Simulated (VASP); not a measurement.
# ScAl3F (P4mm) in VASP: further runs

ScAl3F is run at these levels: PBE; tasks: relaxation of cell and atoms, single point.

Program: VASP 6.6.1. These are calculated values, not measurements. Logs are shortened: lines on timing, memory, paths and dates and some standing lists are left out, and cuts for length are marked.

## 1. The cell of the first run

It takes space group P4mm (No. 99, tetragonal). The conventional cell has a = 3.973 Å, b = 3.973 Å, c = 3.991 Å, α = 90.00°, β = 90.00°, γ = 90.00°. Sc (site symmetry 4mm) has 6 Al at 1.86 to 2.13 Å within 2.5 Å. Al (site symmetry 4mm) has 2 Sc at 1.86 to 2.13 Å within 2.5 Å. Within 2.6 Å of Al (site symmetry 2mm) lie 2 Sc at 1.99 Å. Within 3.7 Å of F (site symmetry 4mm) lie 12 Al at 2.77 to 2.86 Å and 8 Sc at 3.40 to 3.49 Å.

The cell was built from a structure type or drawn by symmetry, and may not be a known phase.

## 2. Relaxation of cell and atoms, PBE

Contents of INCAR:

```
SYSTEM = ScAl3F
PREC = Accurate
ENCUT = 600
EDIFF = 1E-6
ISMEAR = 0
SIGMA = 0.1
LREAL = .FALSE.
LASPH = .TRUE.
NELM = 100
ALGO = Normal
ISIF = 3
LWAVE = .FALSE.
LCHARG = .FALSE.
GGA = PE
IBRION = 2
NSW = 90
EDIFFG = -0.04
```

Contents of KPOINTS:

```
Automatic mesh
0
G
  4 4 4
  0 0 0
```

Contents of POSCAR:

```
ScAl3F
1.0
    3.9725059200      0.0000000000      0.0000000000
    0.0000000000      3.9725059200      0.0000000000
    0.0000000000      0.0000000000      3.9905818800
Sc Al F
1 3 1
Direct
    0.5000000000      0.5000000000      0.4819999900
    0.5000000000      0.5000000000      0.0160000000
    0.5000000000      0.0000000000      0.5149999900
    0.0000000000      0.5000000000      0.5149999900
    0.0000000000      0.0000000000      0.0000000000
```

Potentials or basis: VASP PAW PBE potentials, release 64 (Sc_sv, Al, F).

Run with:

```
$ cat potpaw_PBE.64/Sc_sv/POTCAR potpaw_PBE.64/Al/POTCAR potpaw_PBE.64/F/POTCAR > POTCAR
$ mpirun -np 1 vasp_std > vasp.out
```

OUTCAR:

```text
SYSTEM = ScAl3F
   PREC = Accurate
   ENCUT = 600
   EDIFF = 1E-6
   ISMEAR = 0
   LREAL = .FALSE.
   LASPH = .TRUE.
   NELM = 100
   ISIF = 3
   GGA = PE
   IBRION = 2
   NSW = 90
   EDIFFG = -0.04

 ion  position               nearest neighbor table
   1  0.500  0.500  0.482-   2 1.86   3 1.99   4 1.99   3 1.99   4 1.99   2 2.13
   2  0.500  0.500  0.016-   1 1.86   1 2.13   4 2.81   3 2.81   3 2.81   4 2.81   3 2.82   3 2.82
                             4 2.82   4 2.82
   3  0.500  0.000  0.515-   1 1.99   1 1.99   4 2.81   4 2.81   4 2.81   4 2.81   2 2.81   2 2.81
                             2 2.82   2 2.82
   4  0.000  0.500  0.515-   1 1.99   1 1.99   3 2.81   3 2.81   3 2.81   3 2.81   2 2.81   2 2.81
                             2 2.82   2 2.82
   5  0.000  0.000  0.000-

  LATTYP: Found a simple tetragonal cell.
 ALAT       =     3.9725059200
 C/A-ratio  =     1.0045502663

  Lattice vectors:

 A1 = (   3.9725059200,   0.0000000000,   0.0000000000)
 A2 = (   0.0000000000,   3.9725059200,   0.0000000000)
 A3 = (   0.0000000000,   0.0000000000,   3.9905818800)

Analysis of symmetry for initial positions (statically):
=====================================================================
 Subroutine PRICEL returns:
 Original cell was already a primitive cell.

 Routine SETGRP: Setting up the symmetry group for a
 simple tetragonal supercell.

 Subroutine GETGRP returns: Found  8 space group operations
 (whereof  8 operations were pure point group operations)
 out of a pool of 16 trial point group operations.

The static configuration has the point symmetry C_4v.

Analysis of symmetry for dynamics (positions and initial velocities):
=====================================================================
 Subroutine PRICEL returns:
 Original cell was already a primitive cell.

 Routine SETGRP: Setting up the symmetry group for a
 simple tetragonal supercell.

 Subroutine GETGRP returns: Found  8 space group operations
 (whereof  8 operations were pure point group operations)
 out of a pool of 16 trial point group operations.

The dynamic configuration has the point symmetry C_4v.

 Subroutine INISYM returns: Found  8 space group operations
 (whereof  8 operations are pure point group operations),
 and found     1 'primitive' translations

----------------------------------------------------------------------------------------

                                     Primitive cell

  volume of cell :      62.9746

  direct lattice vectors                    reciprocal lattice vectors
     3.972505920  0.000000000  0.000000000     0.251730273  0.000000000  0.000000000
     0.000000000  3.972505920  0.000000000     0.000000000  0.251730273  0.000000000
     0.000000000  0.000000000  3.990581880     0.000000000  0.000000000  0.250590022

  length of vectors
     3.972505920  3.972505920  3.990581880     0.251730273  0.251730273  0.250590022

  position of ions in fractional coordinates (direct lattice)
     0.500000000  0.500000000  0.481999990
     0.500000000  0.500000000  0.016000000
     0.500000000  0.000000000  0.514999990
     0.000000000  0.500000000  0.514999990
     0.000000000  0.000000000  0.000000000

  ion indices of the primitive-cell ions
   primitive index   ion index
                 1           1
                 2           2
                 3           3
                 4           4
                 5           5

----------------------------------------------------------------------------------------

 KPOINTS: Automatic mesh

Automatic generation of k-mesh.
 Grid dimensions read from file:
 generate k-points for:    4    4    4

 Generating k-lattice:

  Cartesian coordinates                     Fractional coordinates (reciprocal lattice)
     0.062932568  0.000000000  0.000000000     0.250000000  0.000000000  0.000000000
     0.000000000  0.062932568  0.000000000     0.000000000  0.250000000  0.000000000
     0.000000000  0.000000000  0.062647505     0.000000000  0.000000000  0.250000000

  Length of vectors
     0.062932568  0.062932568  0.062647505

  Shift w.r.t. Gamma in fractional coordinates (k-lattice)
     0.000000000  0.000000000  0.000000000

 Subroutine IBZKPT returns following result:
 ===========================================

 Found     18 irreducible k-points:

 Following reciprocal coordinates:
            Coordinates               Weight
  0.000000  0.000000  0.000000      1.000000
  0.250000  0.000000  0.000000      4.000000
  0.500000  0.000000  0.000000      2.000000
  0.250000  0.250000  0.000000      4.000000
  0.500000  0.250000  0.000000      4.000000
  0.500000  0.500000  0.000000      1.000000
[... 10 lines left out ...]
  0.500000  0.250000  0.500000      4.000000
  0.500000  0.500000  0.500000      1.000000
   k-points           NKPTS =     18   k-points in BZ     NKDIM =     18   number of bands    NBANDS=     17
   number of dos      NEDOS =    301   number of ions     NIONS =      5
   total plane-waves  NPLWV =  32768
   dimension x,y,z NGX =    32 NGY =   32 NGZ =   32
   dimension x,y,z NGXF=    64 NGYF=   64 NGZF=   64
   ions per type =               1   3   1
   NGX,Y,Z   is equivalent  to a cutoff of  13.39, 13.39, 13.33 a.u.
   NGXF,Y,Z  is equivalent  to a cutoff of  26.78, 26.78, 26.66 a.u.
 SYSTEM =  ScAl3F
   PREC   = accura    normal or accurate (medium, high low for compatibility)
   ISTART =      0    job   : 0-new  1-cont  2-samecut
   ICHARG =      2    charge: 1-file 2-atom 10-const
   ISPIN  =      1    spin polarized calculation?
   LNONCOLLINEAR =      F non collinear calculations
   LSORBIT =      F    spin-orbit coupling
   LASPH  =      T    aspherical Exc in radial PAW
   ENCUT  =  600.0 eV  44.10 Ry    6.64 a.u.   7.93  7.93  7.97*2*pi/ulx,y,z
   NELM   =    100;   NELMIN=  2; NELMDL= -5     # of ELM steps
   EDIFF  = 0.1E-05   stopping-criterion for ELM
   LREAL  =      F    real-space projection
   EDIFFG = -.4E-01   stopping-criterion for IOM
   NSW    =     90    number of steps for IOM
   IBRION =      2    ionic relax: 0-MD 1-quasi-New 2-CG
   NFREE  =      1    steps in history (QN), initial steepest desc. (CG)
   ISIF   =      3    stress and relaxation
   ISYM   =      2    0-nonsym 1-usesym 2-fastsym
   POTIM  = 0.5000    time-step for ionic-motion
   TEBEG  =    0.0;   TEEND  =   0.0 temperature during run
   PSTRESS=    0.0 pullay stress
   NELECT =      27.0000    total number of electrons
   NUPDOWN=      -1.0000    fix difference up-down
   EMIN   =  10.00;   EMAX   =-10.00  energy-range for DOS
   EFERMI =   0.00;   METHOD = LEGACY
   ISMEAR =     0;   SIGMA  =   0.10  broadening in eV -4-tet -1-fermi 0-gaus
   EFERMI_NEDOS =   21; number of points for ismear=-14 and -15
   IALGO  =     38    algorithm
   IMIX   =      4    mixing-type and parameters
     AMIX     =   0.40;   BMIX     =  1.00
     AMIX_MAG =   1.60;   BMIX_MAG =  1.00
  volume/ion in A,a.u.               =      12.59        84.99
  Fermi-wavevector in a.u.,A,eV,Ry     =   1.234452  2.332777 20.733543  1.523872
  Thomas-Fermi vector in A             =   2.369142
   LORBIT       =      0    0 simple, 1 ext, 2 COOP (PROOUT), +10 PAW based schemes
   GGA     = PE    functional components
   LHFCALC =     F    Hartree Fock is set to
   AEXX    =    0.0000 exact exchange contribution
   IVDW    =     0    specifies the selected vdW correction
   LEPSILON=     F    determine dielectric tensor
   LRPA    =     F    only Hartree local field effects (RPA)
 conjugate gradient relaxation of ions
 non-spin polarized calculation
 Gauss-broadening in eV      SIGMA  =   0.10
  energy-cutoff  :      600.00
  volume of cell :       62.97
 maximum number of plane-waves:      2176
 NGX is ok and might be reduce to    32
   NGX = 15   NGY = 15   NGZ = 15

--------------------------------------- Ionic step        1  -------------------------------------------

 number of electron      27.0000002 magnetization

 Free energy of the ion-electron system (eV)
  ---------------------------------------------------
  ext. energy  EPLUGINS =         0.00000000
  ---------------------------------------------------
  free energy    TOTEN  =        -3.24519075 eV

  energy without entropy =       -3.23367643  energy(sigma->0) =       -3.23943359

 E-fermi :   7.0210     XC(G=0): -11.0302

 val. band max:        6.8803281632   @ k =   0.5000   0.0000   0.0000
 cond. band min:       7.0767552125   @ k =   0.2500   0.2500   0.0000
 fundamental gap:      0.1964270493
 Fermi energy:         7.0210289562

 k-point     1 :       0.0000    0.0000    0.0000
  band No.  band energies     occupation
      1     -40.0343      2.00000
      2     -19.3775      2.00000
      3     -19.3303      2.00000
      4     -19.3303      2.00000
      5     -14.5950      2.00000
      6      -0.4763      2.00000
[... 9 lines left out ...]
     16       9.0919      0.00000
     17       9.0919      0.00000
[... 448 lines left out ...]
  FREE ENERGIE OF THE ION-ELECTRON SYSTEM (eV)
  ---------------------------------------------------
  free  energy   TOTEN  =       -14.3589313769 eV

  energy  without entropy=      -14.3041062694  energy(sigma->0) =      -14.33151882

 E-fermi :   3.8413     XC(G=0):  -8.9232

 val. band max:        3.8081539496   @ k =   0.5000   0.5000   0.5000
 cond. band min:       3.8505302786   @ k =   0.2500   0.2500   0.5000
 fundamental gap:      0.0423763289
 Fermi energy:         3.8412786577

 k-point     1 :       0.0000    0.0000    0.0000
  band No.  band energies     occupation
      1     -45.6479      2.00000
      2     -24.3685      2.00000
      3     -24.3685      2.00000
      4     -24.2090      2.00000
      5     -20.0118      2.00000
      6      -4.3618      2.00000
[... 9 lines left out ...]
     16       5.3344      0.00000
     17       5.5274      0.00000
[... 323 lines left out ...]
      1     -45.6468      2.00000
      2     -24.3819      2.00000
      3     -24.3819      2.00000
      4     -24.2069      2.00000
      5     -19.9935      2.00000
      6      -3.2991      2.00000
[... 9 lines left out ...]
     16       5.9051      0.00000
     17       6.2521      0.00000

[... ionic steps 4 to 44 ...]

--------------------------------------- Ionic step       45  -------------------------------------------

 number of electron      26.9999985 magnetization

------------------------ aborting loop because EDIFF is reached ----------------------------------------

  FORCE on cell =-STRESS in cart. coord.  units (eV):
  Direction    XX          YY          ZZ          XY          YZ          ZX
  --------------------------------------------------------------------------------------
  -------------------------------------------------------------------------------------
  Total       -0.0806067     -0.0806067      0.1891123      0.0000000      0.0000000      0.0000000
  in kB       -1.1034959     -1.1034959      2.5889232      0.0000000      0.0000000      0.0000000
  external PRESSURE =       0.1273105 kB  Pullay stress =       0.0000000 kB
[... 63 lines left out ...]
  energy  without entropy=      -20.1174900856  energy(sigma->0) =      -20.13122720

--------------------------------------- Ionic step       47  -------------------------------------------

 number of electron      27.0000021 magnetization

 Free energy of the ion-electron system (eV)
  ---------------------------------------------------
  ext. energy  EPLUGINS =         0.00000000
  ---------------------------------------------------
  free energy    TOTEN  =       -20.14604705 eV

  energy without entropy =      -20.11878043  energy(sigma->0) =      -20.13241374

 E-fermi :   3.0148     XC(G=0):  -8.3789

 val. band max:        3.0028852152   @ k =   0.2500   0.0000   0.2500
 cond. band min:       3.0473001776   @ k =   0.5000   0.5000   0.2500
 fundamental gap:      0.0444149624
 Fermi energy:         3.0148449790

 k-point     1 :       0.0000    0.0000    0.0000
  band No.  band energies     occupation
      1     -46.7353      2.00000
      2     -25.4393      2.00000
      3     -25.4393      2.00000
      4     -25.2794      2.00000
      5     -21.1070      2.00000
      6      -4.6432      2.00000
[... 9 lines left out ...]
     16       4.3229      0.00000
     17       4.3415      0.00000
[... 370 lines left out ...]
  FREE ENERGIE OF THE ION-ELECTRON SYSTEM (eV)
  ---------------------------------------------------
  free  energy   TOTEN  =       -20.1460470455 eV

  energy  without entropy=      -20.1187804262  energy(sigma->0) =      -20.13241374

 reached required accuracy - stopping structural energy minimisation
```

It took 19 min on 1 thread of Intel Xeon 8259CL, shared host; peak memory 0.2 GiB.

What came out:

| Quantity | Value |
| --- | --- |
| Free energy | -20.1460 eV |
| Relaxed volume | 23.38 Å³/atom |
| Relaxed cell | a = 4.601 Å, b = 4.601 Å, c = 5.522 Å, α = 90.00°, β = 90.00°, γ = 90.00° |
| Space group after relaxing (to 0.1 Å) | P4mm (No. 99) |
| Energy gained by relaxing | 3380.2 meV/atom |
| Ionic steps | 47 |
| Pressure after relaxing | 0.0 GPa |
| Largest force after relaxing | 0.020 eV/Å |
| Band gap on the k mesh | zero (an odd number of electrons rules out a gap without spin polarisation) |

Forces on the atoms (eV/Å):
```
Sc   0.000  0.000  0.011
Al   0.000  0.000 -0.020
Al   0.000  0.000  0.006
Al   0.000  0.000  0.006
F    0.000  0.000 -0.001
```

Stress tensor (GPa, compression positive):
```
 0.02  0.00  0.00
 0.00  0.02  0.00
 0.00  0.00 -0.08
```

Step by step:
| step | energy change (eV) | largest force (eV/Å) | pressure (GPa) | volume (Å³) |
| --- | --- | --- | --- | --- |
| 1 | 0.0000 | 5.5196 | 79.61 | 62.97 |
| 3 | -11.1137 | 5.7139 | 3.01 | 132.08 |
| 5 | -11.9125 | 2.1329 | -4.47 | 151.71 |
| 7 | -12.5103 | 2.6559 | -1.47 | 138.49 |
| 9 | -13.0127 | 5.4095 | 2.68 | 122.97 |
| 11 | -13.8337 | 5.0592 | 3.81 | 116.18 |
| 13 | -13.8875 | 1.4022 | 22.96 | 88.42 |
| 15 | -15.4067 | 0.9576 | 6.05 | 104.79 |
| 17 | -15.7275 | 1.1783 | 1.72 | 111.23 |
| 19 | -15.7750 | 0.8986 | 0.44 | 112.98 |
| 21 | -15.8388 | 0.7472 | -0.93 | 114.63 |
| 23 | -15.9719 | 1.0723 | 2.85 | 106.83 |
| 25 | -16.0311 | 1.0333 | 3.01 | 106.42 |
| 27 | -16.2275 | 0.7235 | 3.89 | 104.42 |
| 29 | -16.2516 | 0.5670 | 4.37 | 103.59 |
| 31 | -16.3940 | 0.5526 | -1.17 | 112.13 |
| 33 | -16.6525 | 0.5152 | -1.74 | 117.20 |
| 35 | -16.7806 | 0.3956 | -2.34 | 121.94 |
| 37 | -16.8369 | 0.3757 | 0.49 | 116.77 |
| 39 | -16.8878 | 0.2214 | 0.44 | 115.70 |
| 41 | -16.8918 | 0.1350 | -0.43 | 117.51 |
| 43 | -16.8955 | 0.1067 | -0.17 | 117.23 |
| 45 | -16.8993 | 0.0524 | 0.01 | 117.03 |
| 47 | -16.9009 | 0.0205 | -0.01 | 116.89 |

Final structure:
```
CELL_PARAMETERS angstrom
4.60088 0.00000 0.00000
0.00000 4.60088 0.00000
0.00000 0.00000 5.52216
ATOMIC_POSITIONS crystal
Sc 0.50000 0.50000 0.40887
Al 0.50000 0.50000 0.92379
Al 0.50000 0.00000 0.72329
Al 0.00000 0.50000 0.72329
F 0.00000 0.00000 0.74877
```

Levels at points of the mesh, in eV from the Fermi level:
| k point | band 11 | band 12 | band 13 | band 14 | band 15 | band 16 | band 17 |
| --- | --- | --- | --- | --- | --- | --- | --- |
| (0.00, 0.00, 0.00) | -1.86 | -0.85 | -0.85 | -0.69 | 1.27 | 1.31 | 1.33 |
| (0.50, 0.00, 0.00) | -1.45 | -1.22 | -0.25 | -0.05 | 1.21 | 1.36 | 1.50 |
| (0.50, 0.50, 0.00) | -2.81 | -0.19 | -0.16 | -0.16 | -0.14 | 1.61 | 1.86 |
| (0.00, 0.00, 0.50) | -1.78 | -1.14 | -1.14 | -0.19 | 0.57 | 1.74 | 2.78 |
| (0.50, 0.00, 0.50) | -2.80 | -1.48 | -0.53 | -0.33 | 1.40 | 1.44 | 1.94 |
| (0.50, 0.50, 0.50) | -2.81 | -1.81 | -0.50 | -0.50 | 0.25 | 1.64 | 1.81 |

Caveat: the k points lie up to 0.34 Å⁻¹ apart in the final cell, too coarse for converged energies and pressures of a metal; the volume moved by over 15 % at a fixed basis, so the end points are rough; an odd number of electrons without spin polarisation forces a metal; a magnetic or distorted state may lie lower.

(Part 1 of 2 ends here.)
